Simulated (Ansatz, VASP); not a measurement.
# CdSe: VASP beside Ansatz

POSCAR

```
CdSe
1.0
    4.0835749185      0.0000000000      0.0000000000
   -2.0417874593      3.5364796177      0.0000000000
    0.0000000000      0.0000000000      6.6644400000
Cd Se
2 2
Direct
    0.6666666667      0.3333333333      0.0000000000
    0.3333333333      0.6666666667      0.5000000000
    0.6666666667      0.3333333333      0.3750000000
    0.3333333333      0.6666666667      0.8750000000
```

INCAR.step1

```
SYSTEM = CdSe
PREC = Accurate
ENCUT = 520
ISMEAR = 0
SIGMA = 0.05
LREAL = .FALSE.
LASPH = .TRUE.
NELM = 60
NBANDS = 26
GGA = PE
ALGO = Normal
EDIFF = 1E-4
LWAVE = .TRUE.
LCHARG = .FALSE.
```

File INCAR.step2:

```
SYSTEM = CdSe
PREC = Accurate
ENCUT = 520
EDIFF = 1E-6
ISMEAR = 0
SIGMA = 0.05
LREAL = .FALSE.
LASPH = .TRUE.
NELM = 60
ALGO = Normal
ISIF = 2
LWAVE = .FALSE.
LCHARG = .FALSE.
METAGGA = R2SCAN
LMIXTAU = .TRUE.
NBANDS = 26
ISTART = 1
```

The input KPOINTS:

```
regular mesh
0
G
  6 6 4
  0 0 0
```

Input for Ansatz:

```yaml
crystal:
  lattice:
    - [4.0835749185, 0.0, 0.0]
    - [-2.0417874593, 3.5364796177, 0.0]
    - [0.0, 0.0, 6.66444]
  atoms:
    - { symbol: Cd, position: [0.6666666667, 0.3333333333, 0.0] }
    - { symbol: Cd, position: [0.3333333333, 0.6666666667, 0.5] }
    - { symbol: Se, position: [0.6666666667, 0.3333333333, 0.375] }
    - { symbol: Se, position: [0.3333333333, 0.6666666667, 0.875] }
basis:
  ecutwfc: 500
kpoints:
  mp_grid: { grid: [6, 6, 4] }
hamiltonian:
  xc: r2scan
scf:
  occupations: { method: gaussian, width: 0.05 }
output:
  forces: true
  stress: true
  eigenvalues: true
  write_density: true
  write_potential: true
  elf: true
  volumetric_format: npy
```

Change from the starting cell: strain -0.050 along x and y, -0.050 along z, atoms carried along.

Alike in both runs: task single point; functional r2SCAN; k mesh 6 × 6 × 4; occupations gaussian, width 0.05 eV; no spin polarisation.

|  | VASP | Ansatz |
| --- | --- | --- |
| version | VASP 6.6.1 | Ansatz 0.2.0 |
| potentials or method | VASP PAW PBE potentials, release 64 (Cd, Se), cutoff 520 eV | scalar-relativistic, plane waves, PAW |
| valence electrons in the cell | 36 | 72 |

Ansatz gave:

* gap on the k mesh at the Fermi level (eV): 1.52
* least direct gap on the mesh (eV): 1.52
* pressure (GPa): 14.2
* traceless stress, the component that is largest in VASP (GPa): 0.27
* rms of the force components (eV/Å): 0.007

Q: Which values does VASP return?

A: gap on the k mesh at the Fermi level (eV): 1.52; least direct gap on the mesh (eV): 1.52; pressure (GPa): 14.7; traceless stress, the component that is largest in VASP (GPa): 0.28; rms of the force components (eV/Å): 0.007.

VASP's potentials were made for PBE, not for r2SCAN. Atom by atom the forces differ by 0.001 eV/Å (rms over components). VASP's potentials hold 36 valence electrons a cell and Ansatz's 72, so a difference there can come from the potentials and not from the codes.
